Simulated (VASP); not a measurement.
Runs of VASP 6.6.1 on Ga. The structure is that of space group Cmcm (No. 63), or close to it. The cells are those of the table. 

| task | cell | gap on the mesh (eV) | pressure (GPa) | largest force (eV/Å) |
| --- | --- | --- | --- | --- |
| electric field gradients | a = 4.401, b = 4.401, c = 3.232 Å, angles 90.0, 90.0, 140.7°, 2 atoms | none | -1.1 | 0.17 |
| electric field gradients | a = 4.344, b = 4.344, c = 3.191 Å, angles 90.0, 90.0, 140.7°, 2 atoms | none | 0.6 | 0.19 |
| electric field gradients | a = 4.287, b = 4.287, c = 3.149 Å, angles 90.0, 90.0, 140.7°, 2 atoms | none | 2.8 | 0.21 |
| single point | a = 4.401, b = 4.401, c = 3.232 Å, angles 90.0, 90.0, 140.7°, 2 atoms | none | (a) | 0.17 |

Alike in all rows: level PBE; potentials or basis VASP PAW PBE potentials, release 64 (Ga_d); no spin polarisation; k mesh 15 × 15 × 13; cutoff (eV) 520; smearing fermi-dirac 0.05 eV.

Estimate the missing entries.

(a) -1.2.

A k mesh can miss the band edges, and the runs leave out spin-orbit coupling on Ga.

A gap of «none» marks levels without a gap at the run's occupations.
